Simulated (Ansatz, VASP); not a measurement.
# One calculation of Mo2W, two programs

```
CELL_PARAMETERS angstrom
-1.58353 1.58353 4.75590
1.58353 -1.58353 4.75590
1.58353 1.58353 -4.75590
ATOMIC_POSITIONS crystal
Mo 0.66665 0.66665 0.00000
Mo 0.33335 0.33335 0.00000
W 0.00000 0.00000 0.00000
```

Alike in both runs: functional PBE; k mesh 20 × 20 × 20; occupations gaussian, width 0.1 eV; no spin polarisation.

Ansatz relaxed the structure, and its values are those at the end. VASP's run is a single point on that final structure, the one shown.

```csv
,VASP,Ansatz
version,VASP 6.6.1,Ansatz 0.2.0
potentials or method,"VASP PAW PBE potentials, release 64 (Mo_sv, W_sv), cutoff 520 eV","scalar-relativistic, plane waves, PAW"
valence electrons in the cell,42,42
```

```tsv
	VASP	Ansatz	Ansatz less VASP
gap on the k mesh at the Fermi level (eV)	none	none	-
pressure (GPa)	0.5	0.0	-0.52
rms of the force components (eV/Å)	0.004	0.001	-0.0034
```

A gap of «none» marks a metal or a gap that the smearing closes. The functional is the same, so the differences come from potentials, cutoffs and numerics.

Neither program's run includes spin-orbit coupling.
